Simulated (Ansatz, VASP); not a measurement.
TiAl: VASP beside Ansatz

```
CELL_PARAMETERS angstrom
3.17906 0.00000 0.00000
0.00000 3.17906 0.00000
0.00000 0.00000 3.17906
ATOMIC_POSITIONS crystal
Ti 0.00000 0.00000 0.00000
Al 0.50000 0.50000 0.50000
```

Alike in both runs: task single point; functional r2SCAN; dispersion D3(BJ); k mesh 8 × 8 × 8; occupations gaussian, width 0.1 eV; no spin polarisation.

|  | VASP | Ansatz |
| --- | --- | --- |
| version | VASP 6.6.1 | Ansatz 0.2.0 |
| potentials or method | VASP PAW PBE potentials, release 64 (Ti_sv, Al) | JTH PAW |
| plane-wave cutoff (eV) | 550 | 1230 |
| valence electrons in the cell | 15 | 15 |

Ansatz gave:

- gap on the k mesh at the Fermi level (eV): none
- pressure (GPa): -2.4

Task: What did VASP give for the same quantities?

Result: gap on the k mesh at the Fermi level (eV): none; pressure (GPa): -2.9.

VASP's potentials were made for PBE, not for r2SCAN. A gap of «none» marks a metal or a gap that the smearing closes.
